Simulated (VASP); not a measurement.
Here is a VASP 6.6.1 calculation.

The input INCAR:

```
  PREC = Accurate
  ENCUT = 520
  EDIFF = 1E-6
  ISMEAR = 0
  SIGMA = 0.15
  LREAL = F
  LASPH = T
  NELM = 60
  ALGO = Normal
  ISIF = 2
  LWAVE = F
  LCHARG = F
  GGA = PS
  NBANDS = 16
```

The input KPOINTS:

```
regular mesh
0
Gamma
  16 16 16
```

The input POSCAR:

```
CuS
1.0
    0.0000000000      2.5800301133      2.5800301133
    2.7154816942      0.0000000000      2.5800301133
    2.7154816942      2.5800301133      0.0000000000
Cu S
1 1
Direct
    0.2500000000      0.2500000000      0.2500000000
    0.0000000000      0.0000000000      0.0000000000
```

Potentials or basis: VASP PAW PBE potentials, release 64 (Cu, S).

Run with:

```console
$ cat potpaw_PBE.64/Cu/POTCAR potpaw_PBE.64/S/POTCAR > POTCAR
$ mpirun -np 1 vasp_std > vasp.out
```

Q: What does it give for the pressure?

A: -5.8 GPa.

Stress tensor (GPa, compression positive):
```
-6.56  0.00  0.00
 0.00 -5.35  0.00
 0.00  0.00 -5.35
```

Caveat: the cell differs from its parent crystal (strain +0.0525 x Voigt [1, 0, 0, 0, 0, 0]); the PAW data sets were made with another functional, which shifts forces and pressure a little.
